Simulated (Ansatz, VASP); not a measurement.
One calculation of Cu, two programs

POSCAR

```
Cu
1.0
   -1.4523485211      1.4523485211      1.3851948378
    1.4523485211     -1.4523485211      1.3851948378
    1.4523485211      1.4523485211     -1.3851948378
Cu
1
Direct
    0.0000000000      0.0000000000      0.0000000000
```

INCAR.step1

```
ALGO = Normal
EDIFF = 1E-5
ENCUT = 520
GGA = PE
ISIF = 2
ISMEAR = -1
LASPH = True
LREAL = False
LWAVE = True
NBANDS = 12
NELM = 100
PREC = Accurate
SIGMA = 0.05
```

INCAR.step2

```
AEXX = 0.25
ALGO = Normal
EDIFF = 1E-7
ENCUT = 520
GGA = PE
ISIF = 2
ISMEAR = -1
ISTART = 1
LASPH = True
LCHARG = True
LELF = True
LHFCALC = True
LREAL = False
LVHAR = True
LWAVE = False
NBANDS = 12
NELM = 100
PREC = Accurate
PRECFOCK = Normal
SIGMA = 0.05
```

KPOINTS

```
k-points
0
Gamma
  6 6 6
```

input.yaml

```yaml
crystal:
  lattice:
    - [-1.4523485211, 1.4523485211, 1.3851948378]
    - [1.4523485211, -1.4523485211, 1.3851948378]
    - [1.4523485211, 1.4523485211, -1.3851948378]
  atoms:
    - { symbol: Cu, position: [0.0, 0.0, 0.0] }
hamiltonian:
  xc: pbe0
  pseudopotentials: { kind: paw }
kpoints:
  mp_grid: { grid: [6, 6, 6] }
scf:
  occupations: { method: fermi_dirac, width: 0.05 }
output:
  forces: true
  stress: true
  eigenvalues: true
```

Alike in both runs: task single point; functional PBE0; k mesh 6 × 6 × 6; occupations fermi-dirac, width 0.05 eV; no spin polarisation.

|  | VASP | Ansatz |
| --- | --- | --- |
| version | VASP 6.6.1 | Ansatz 0.2.0 |
| potentials or method | VASP PAW PBE potentials, release 64 (Cu) | Ansatz PAW |
| plane-wave cutoff (eV) | 520 | 420 |
| valence electrons in the cell | 11 | 19 |

VASP gave:

```
gap on the k mesh at the Fermi level (eV)                     : none
pressure (GPa)                                                : 4.2
traceless stress, the component that is largest in VASP (GPa) : -2.44
```

Task: Estimate Ansatz's values.

Result: gap on the k mesh at the Fermi level (eV): none; pressure (GPa): 4.0; traceless stress, the component that is largest in VASP (GPa): -2.40.

A gap of «none» marks a metal or a gap that the smearing closes. VASP's potentials hold 11 valence electrons a cell and Ansatz's 19, so a difference there can come from the potentials and not from the codes.

The k mesh is coarse, so the values compare programs but aren't converged.
